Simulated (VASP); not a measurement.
Crystal: CoSi.

```
Co Si
1.0
     2.81793    0.00000    0.00000
     0.00000    2.81793    0.00000
     0.00000    0.00000    2.81793
Co Si
1 1
Direct
  0.00000 0.00000 0.00000
  0.50000 0.50000 0.50000
```

This cell differs from its parent crystal: volume scaled by 1.04.

Base run:

- Program: VASP 6.6.1
- Functional: PBEsol
- Potentials or basis: VASP PAW PBE potentials, release 64 (Co, Si)
- Cutoff: 520 eV
- k mesh: 10 × 10 × 10
- Occupations: fermi-dirac, width 0.05 eV
- Spin: collinear spin, ferromagnetic start
- Starting moments: [2.0, 0.0] μB

Its results: pressure -13.7 GPa; net moment 0.54 μB per cell; site moments Co +0.55; Si +0.01 μB.

Task: The run is repeated on the same cell with these changes: functional from PBEsol to LDA; potentials or basis from VASP PAW PBE potentials, release 64 (Co, Si) to VASP PAW LDA potentials, release 64 (Co, Si). What comes out?

Result: Pressure -18.9 GPa; net moment 0.41 μB per cell; site moments Co +0.41; Si +0.01 μB.

Caveats: the PAW data sets were made with another functional, which shifts forces and pressure a little (some runs).
